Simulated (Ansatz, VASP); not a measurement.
# One calculation of Ag, two programs

```
Ag
1.0
    -1.68049    1.65565    1.65565
     1.68049   -1.65565    1.65565
     1.68049    1.65565   -1.65565
Ag
1
Direct
  0.00000 0.00000 0.00000
```

Change from the starting cell: strain +0.0150 x Voigt [1, 0, 0, 0, 0, 0], atoms carried along.

Alike in both runs: task single point; functional PBEsol; k mesh 20 × 20 × 20; occupations gaussian, width 0.15 eV; no spin polarisation.

|  | VASP | Ansatz |
| --- | --- | --- |
| version | VASP 6.6.1 | Ansatz 0.2.0 |
| potentials or method | VASP PAW PBE potentials, release 64 (Ag), cutoff 520 eV | scalar-relativistic, plane waves, PAW |
| valence electrons in the cell | 11 | 19 |

|  | VASP | Ansatz | Ansatz less VASP |
| --- | --- | --- | --- |
| gap on the k mesh at the Fermi level (eV) | none | none | - |
| pressure (GPa) | -8.3 | -8.2 | +0.04 |
| traceless stress, the component that is largest in VASP (GPa) | 0.21 | 0.22 | +0.004 |

VASP's potentials were made for PBE, not for PBEsol. A gap of «none» marks a metal or a gap that the smearing closes. The functional is the same, so the differences come from potentials, cutoffs and numerics. VASP's potentials hold 11 valence electrons a cell and Ansatz's 19, so a difference there can come from the potentials and not from the codes.
